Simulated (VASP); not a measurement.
# Sn2Te (P4/nmm) in VASP: relaxation of cell and atoms with PBE

Aim: the relaxation of cell and atoms of Sn2Te with PBE.

Program: VASP 6.6.1. These are calculated values, not measurements. Logs are shortened: lines on timing, memory, paths and dates and some standing lists are left out, and cuts for length are marked.

## 1. The cell of the first run

Symmetry: P4/nmm, No. 129, tetragonal system. Conventional cell: a = 4.500 Å, b = 4.500 Å, c = 8.530 Å, α = 90.00°, β = 90.00°, γ = 90.00°. Within 4.2 Å of Sn (site symmetry 4mm) lie 5 Te at 3.18 to 3.50 Å and 4 Sn at 3.34 Å. Within 4.2 Å of Sn (site symmetry -4m2) lie 8 Sn at 3.18 to 3.34 Å and 4 Te at 3.41 Å. Te (site symmetry 4mm) has 9 Sn at 3.18 to 3.50 Å within 4.2 Å.

## 2. Relaxation of cell and atoms, PBE

INCAR reads:

```
  ALGO = Fast
  EDIFF = 1E-7
  EDIFFG = -0.08
  ENCUT = 600
  GGA = PE
  IBRION = 2
  ISIF = 3
  ISMEAR = 0
  LASPH = True
  LCHARG = False
  LREAL = False
  LWAVE = False
  NELM = 60
  NSW = 36
  PREC = Accurate
  SIGMA = 0.2
```

KPOINTS reads:

```
k-points
0
Gamma
  4 4 2
```

POSCAR reads:

```
Sn2Te
1.0
    4.5000000000      0.0000000000      0.0000000000
    0.0000000000      4.5000000000      0.0000000000
    0.0000000000      0.0000000000      8.5300000000
Sn Te
4 2
Direct
    0.5000000000      0.0000000000      0.7100000000
    0.5000000000      0.5000000000      0.0000000000
    0.0000000000      0.0000000000      0.0000000000
    0.0000000000      0.5000000000      0.2900000000
    0.0000000000      0.5000000000      0.7000000000
    0.5000000000      0.0000000000      0.3000000000
```

Potentials or basis: VASP PAW PBE potentials, release 64 (Sn_d, Te).

Command:

```bash
$ cat potpaw_PBE.64/Sn_d/POTCAR potpaw_PBE.64/Te/POTCAR > POTCAR
$ mpirun -np 1 vasp_std > vasp.out
```

OUTCAR:

```text
EDIFF = 1E-7
   EDIFFG = -0.08
   ENCUT = 600
   GGA = PE
   IBRION = 2
   ISIF = 3
   ISMEAR = 0
   LASPH = True
   LREAL = False
   NELM = 60
   NSW = 36
   PREC = Accurate

 ion  position               nearest neighbor table
   1  0.500  0.000  0.710-   5 3.18   5 3.18   5 3.18   5 3.18   3 3.34   3 3.34   2 3.34   2 3.34
                             6 3.50
   2  0.500  0.500  0.000-   3 3.18   3 3.18   3 3.18   3 3.18   1 3.34   4 3.34   4 3.34   1 3.34
                             5 3.41   6 3.41   5 3.41   6 3.41
   3  0.000  0.000  0.000-   2 3.18   2 3.18   2 3.18   2 3.18   4 3.34   1 3.34   4 3.34   1 3.34
                             5 3.41   6 3.41   6 3.41   5 3.41
   4  0.000  0.500  0.290-   6 3.18   6 3.18   6 3.18   6 3.18   3 3.34   2 3.34   2 3.34   3 3.34
                             5 3.50
   5  0.000  0.500  0.700-   1 3.18   1 3.18   1 3.18   1 3.18   3 3.41   3 3.41   2 3.41   2 3.41
                             4 3.50
   6  0.500  0.000  0.300-   4 3.18   4 3.18   4 3.18   4 3.18   3 3.41   3 3.41   2 3.41   2 3.41
                             1 3.50

  LATTYP: Found a simple tetragonal cell.
 ALAT       =     4.5000000000
 C/A-ratio  =     1.8955555556

  Lattice vectors:

 A1 = (   4.5000000000,   0.0000000000,   0.0000000000)
 A2 = (   0.0000000000,   4.5000000000,   0.0000000000)
 A3 = (   0.0000000000,   0.0000000000,   8.5300000000)

Analysis of symmetry for initial positions (statically):
=====================================================================
 Subroutine PRICEL returns:
 Original cell was already a primitive cell.

 Routine SETGRP: Setting up the symmetry group for a
 simple tetragonal supercell.

 Subroutine GETGRP returns: Found 16 space group operations
 (whereof  8 operations were pure point group operations)
 out of a pool of 16 trial point group operations.

The static configuration has the point symmetry D_2d.
 The point group associated with its full space group is D_4h.

Analysis of symmetry for dynamics (positions and initial velocities):
=====================================================================
 Subroutine PRICEL returns:
 Original cell was already a primitive cell.

 Routine SETGRP: Setting up the symmetry group for a
 simple tetragonal supercell.

 Subroutine GETGRP returns: Found 16 space group operations
 (whereof  8 operations were pure point group operations)
 out of a pool of 16 trial point group operations.

The dynamic configuration has the point symmetry D_2d.
 The point group associated with its full space group is D_4h.

 Subroutine INISYM returns: Found 16 space group operations
 (whereof  8 operations are pure point group operations),
 and found     1 'primitive' translations

----------------------------------------------------------------------------------------

                                     Primitive cell

  volume of cell :     172.7325

  direct lattice vectors                    reciprocal lattice vectors
     4.500000000  0.000000000  0.000000000     0.222222222  0.000000000  0.000000000
     0.000000000  4.500000000  0.000000000     0.000000000  0.222222222  0.000000000
     0.000000000  0.000000000  8.530000000     0.000000000  0.000000000  0.117233294

  length of vectors
     4.500000000  4.500000000  8.530000000     0.222222222  0.222222222  0.117233294

  position of ions in fractional coordinates (direct lattice)
     0.500000000  0.000000000  0.710000000
     0.500000000  0.500000000  0.000000000
     0.000000000  0.000000000  0.000000000
     0.000000000  0.500000000  0.290000000
     0.000000000  0.500000000  0.700000000
     0.500000000  0.000000000  0.300000000

  ion indices of the primitive-cell ions
   primitive index   ion index
                 1           1
                 2           2
                 3           3
                 4           4
                 5           5
                 6           6

----------------------------------------------------------------------------------------

 KPOINTS: k-points

Automatic generation of k-mesh.
 Grid dimensions read from file:
 generate k-points for:    4    4    2

 Generating k-lattice:

  Cartesian coordinates                     Fractional coordinates (reciprocal lattice)
     0.055555556  0.000000000  0.000000000     0.250000000  0.000000000  0.000000000
     0.000000000  0.055555556  0.000000000     0.000000000  0.250000000  0.000000000
     0.000000000  0.000000000  0.058616647     0.000000000  0.000000000  0.500000000

  Length of vectors
     0.055555556  0.055555556  0.058616647

  Shift w.r.t. Gamma in fractional coordinates (k-lattice)
     0.000000000  0.000000000  0.000000000

 Subroutine IBZKPT returns following result:
 ===========================================

 Found     12 irreducible k-points:

 Following reciprocal coordinates:
            Coordinates               Weight
  0.000000  0.000000  0.000000      1.000000
  0.250000  0.000000  0.000000      4.000000
  0.500000  0.000000  0.000000      2.000000
  0.250000  0.250000  0.000000      4.000000
  0.500000  0.250000  0.000000      4.000000
  0.500000  0.500000  0.000000      1.000000
  0.000000  0.000000  0.500000      1.000000
  0.250000  0.000000  0.500000      4.000000
  0.500000  0.000000  0.500000      2.000000
  0.250000  0.250000  0.500000      4.000000
  0.500000  0.250000  0.500000      4.000000
  0.500000  0.500000  0.500000      1.000000
   k-points           NKPTS =     12   k-points in BZ     NKDIM =     12   number of bands    NBANDS=     40
   number of dos      NEDOS =    301   number of ions     NIONS =      6
   total plane-waves  NPLWV =  90720
   dimension x,y,z NGX =    36 NGY =   36 NGZ =   70
   dimension x,y,z NGXF=    72 NGYF=   72 NGZF=  140
   ions per type =               4   2
   NGX,Y,Z   is equivalent  to a cutoff of  13.30, 13.30, 13.64 a.u.
   NGXF,Y,Z  is equivalent  to a cutoff of  26.60, 26.60, 27.29 a.u.
 SYSTEM =  unknown system
   PREC   = accura    normal or accurate (medium, high low for compatibility)
   ISTART =      0    job   : 0-new  1-cont  2-samecut
   ICHARG =      2    charge: 1-file 2-atom 10-const
   ISPIN  =      1    spin polarized calculation?
   LNONCOLLINEAR =      F non collinear calculations
   LSORBIT =      F    spin-orbit coupling
   LASPH  =      T    aspherical Exc in radial PAW
   ENCUT  =  600.0 eV  44.10 Ry    6.64 a.u.   8.99  8.99 17.04*2*pi/ulx,y,z
   NELM   =     60;   NELMIN=  2; NELMDL= -5     # of ELM steps
   EDIFF  = 0.1E-06   stopping-criterion for ELM
   LREAL  =      F    real-space projection
   EDIFFG = -.8E-01   stopping-criterion for IOM
   NSW    =     36    number of steps for IOM
   IBRION =      2    ionic relax: 0-MD 1-quasi-New 2-CG
   NFREE  =      1    steps in history (QN), initial steepest desc. (CG)
   ISIF   =      3    stress and relaxation
   ISYM   =      2    0-nonsym 1-usesym 2-fastsym
   POTIM  = 0.5000    time-step for ionic-motion
   TEBEG  =    0.0;   TEEND  =   0.0 temperature during run
   PSTRESS=    0.0 pullay stress
   NELECT =      68.0000    total number of electrons
   NUPDOWN=      -1.0000    fix difference up-down
   EMIN   =  10.00;   EMAX   =-10.00  energy-range for DOS
   EFERMI =   0.00;   METHOD = LEGACY
   ISMEAR =     0;   SIGMA  =   0.20  broadening in eV -4-tet -1-fermi 0-gaus
   EFERMI_NEDOS =   21; number of points for ismear=-14 and -15
   IALGO  =     68    algorithm
   IMIX   =      4    mixing-type and parameters
     AMIX     =   0.40;   BMIX     =  1.00
     AMIX_MAG =   1.60;   BMIX_MAG =  1.00
  volume/ion in A,a.u.               =      28.79       194.28
  Fermi-wavevector in a.u.,A,eV,Ry     =   1.199830  2.267350 19.586845  1.439592
  Thomas-Fermi vector in A             =   2.335682
   LORBIT       =      0    0 simple, 1 ext, 2 COOP (PROOUT), +10 PAW based schemes
   GGA     = PE    functional components
   LHFCALC =     F    Hartree Fock is set to
   AEXX    =    0.0000 exact exchange contribution
   IVDW    =     0    specifies the selected vdW correction
   LEPSILON=     F    determine dielectric tensor
   LRPA    =     F    only Hartree local field effects (RPA)
 conjugate gradient relaxation of ions
 non-spin polarized calculation
 RMM-DIIS sequential band-by-band and
 Gauss-broadening in eV      SIGMA  =   0.20
  energy-cutoff  :      600.00
  volume of cell :      172.73
 maximum number of plane-waves:      5786
 NGX is ok and might be reduce to    36
   NGX = 17   NGY = 17   NGZ = 35

--------------------------------------- Ionic step        1  -------------------------------------------

 number of electron      68.0000006 magnetization

 Free energy of the ion-electron system (eV)
  ---------------------------------------------------
  ext. energy  EPLUGINS =         0.00000000
  ---------------------------------------------------
  free energy    TOTEN  =       -21.77804470 eV

  energy without entropy =      -21.74472187  energy(sigma->0) =      -21.76138329

------------------------ aborting loop because EDIFF is reached ----------------------------------------

  FORCE on cell =-STRESS in cart. coord.  units (eV):
  Direction    XX          YY          ZZ          XY          YZ          ZX
  --------------------------------------------------------------------------------------
  -------------------------------------------------------------------------------------
  Total        3.2955451      3.2955451      4.4111863      0.0000000      0.0000000      0.0000000
  in kB       30.5677722     30.5677722     40.9158827      0.0000000      0.0000000      0.0000000
  external PRESSURE =      34.0171424 kB  Pullay stress =       0.0000000 kB
[... 101 lines left out ...]
  FREE ENERGIE OF THE ION-ELECTRON SYSTEM (eV)
  ---------------------------------------------------
  free  energy   TOTEN  =       -21.9268142910 eV

  energy  without entropy=      -21.8841411186  energy(sigma->0) =      -21.90547770

[... ionic steps 4 to 10 ...]

--------------------------------------- Ionic step       11  -------------------------------------------

 number of electron      68.0000027 magnetization

------------------------ aborting loop because EDIFF is reached ----------------------------------------

  FORCE on cell =-STRESS in cart. coord.  units (eV):
  Direction    XX          YY          ZZ          XY          YZ          ZX
  --------------------------------------------------------------------------------------
  -------------------------------------------------------------------------------------
  Total       -0.0691003     -0.0691003      0.6471634      0.0000000     -0.0000000      0.0000000
  in kB       -0.6120049     -0.6120049      5.7317734      0.0000000     -0.0000000      0.0000000
  external PRESSURE =       1.5025879 kB  Pullay stress =       0.0000000 kB
[... 65 lines left out ...]
  energy  without entropy=      -21.9626864153  energy(sigma->0) =      -21.99003587

--------------------------------------- Ionic step       13  -------------------------------------------

 number of electron      68.0000037 magnetization

 Free energy of the ion-electron system (eV)
  ---------------------------------------------------
  ext. energy  EPLUGINS =         0.00000000
  ---------------------------------------------------
  free energy    TOTEN  =       -22.02192678 eV

  energy without entropy =      -21.96130188  energy(sigma->0) =      -21.99161433

 E-fermi :   6.9074     XC(G=0):  -9.7217

 val. band max:        6.8892530197   @ k =   0.2500   0.2500   0.0000
 cond. band min:       7.0557167673   @ k =   0.5000   0.2500   0.0000
 fundamental gap:      0.1664637476
 Fermi energy:         6.9074093700

 k-point     1 :       0.0000    0.0000    0.0000
  band No.  band energies     occupation
      1     -14.7497      2.00000
      2     -14.7474      2.00000
      3     -14.7457      2.00000
      4     -14.7449      2.00000
      5     -14.7396      2.00000
      6     -14.7393      2.00000
[... 538 lines left out ...]
  FREE ENERGIE OF THE ION-ELECTRON SYSTEM (eV)
  ---------------------------------------------------
  free  energy   TOTEN  =       -22.0219267801 eV

  energy  without entropy=      -21.9613018820  energy(sigma->0) =      -21.99161433

 reached required accuracy - stopping structural energy minimisation
```

Run time: 9.4 min. Hardware: 1 thread of Intel Xeon 6975P-C (Granite Rapids), shared host; peak memory 0.35 GiB.

What came out:

* Free energy: -22.0219 eV
* Relaxed volume: 30.50 Å³/atom
* Relaxed cell: a = 4.560 Å, b = 4.560 Å, c = 8.801 Å, α = 90.00°, β = 90.00°, γ = 90.00°
* Space group after relaxing (to 0.1 Å): P4/nmm (No. 129)
* Energy gained by relaxing: 40.6 meV/atom
* Ionic steps: 13
* Pressure after relaxing: -0.3 GPa
* Largest force after relaxing: 0.078 eV/Å
* Band gap on the k mesh: zero (bands 34 and 35 overlap by 1.02 eV)

Forces in eV/Å, atoms in the order of the input:
```
Sn   0.000  0.000 -0.078
Sn   0.000  0.000  0.000
Sn   0.000  0.000  0.000
Sn   0.000  0.000  0.078
Te   0.000  0.000  0.050
Te   0.000  0.000 -0.050
```

The path:
```tsv
step	energy change (eV)	largest force (eV/Å)	pressure (GPa)	volume (Å³)
1	0.0000	0.6449	3.40	172.73
2	-0.1414	0.2450	-0.97	188.46
3	-0.1488	0.3068	-0.30	185.40
4	-0.1641	0.2588	-0.20	184.68
5	-0.1777	0.1767	0.05	183.33
6	-0.1916	0.1616	0.00	183.05
7	-0.2226	0.1505	-0.09	182.22
8	-0.2007	0.2216	0.33	180.49
9	-0.2301	0.1296	-0.06	181.73
10	-0.2307	0.1154	-0.03	181.54
11	-0.2378	0.0857	0.15	180.90
12	-0.2393	0.0880	0.30	180.45
13	-0.2439	0.0775	-0.25	183.01
```

Final structure:
```cif
data_structure
_symmetry_space_group_name_H-M 'P 1'
_symmetry_Int_Tables_number 1
_cell_length_a 4.5601
_cell_length_b 4.5601
_cell_length_c 8.8009
_cell_angle_alpha 90.000
_cell_angle_beta 90.000
_cell_angle_gamma 90.000
_cell_volume 183.01
loop_
_atom_site_label
_atom_site_type_symbol
_atom_site_fract_x
_atom_site_fract_y
_atom_site_fract_z
_atom_site_occupancy
Sn1 Sn 0.50000 0.00000 0.68879 1
Sn2 Sn 0.50000 0.50000 0.00000 1
Sn3 Sn 0.00000 0.00000 0.00000 1
Sn4 Sn 0.00000 0.50000 0.31121 1
Te1 Te 0.00000 0.50000 0.67404 1
Te2 Te 0.50000 0.00000 0.32596 1
```

Caveat: the k points lie up to 0.36 Å⁻¹ apart in the final cell, too coarse for converged energies and pressures of a metal; spin-orbit coupling is left out, which moves the levels of the heavy elements; the relaxation stopped at a loose force limit of 0.08 eV/Å, so its end isn't a converged minimum.

The gap in the log of VASP goes by the Fermi energy; the results here count the filled bands.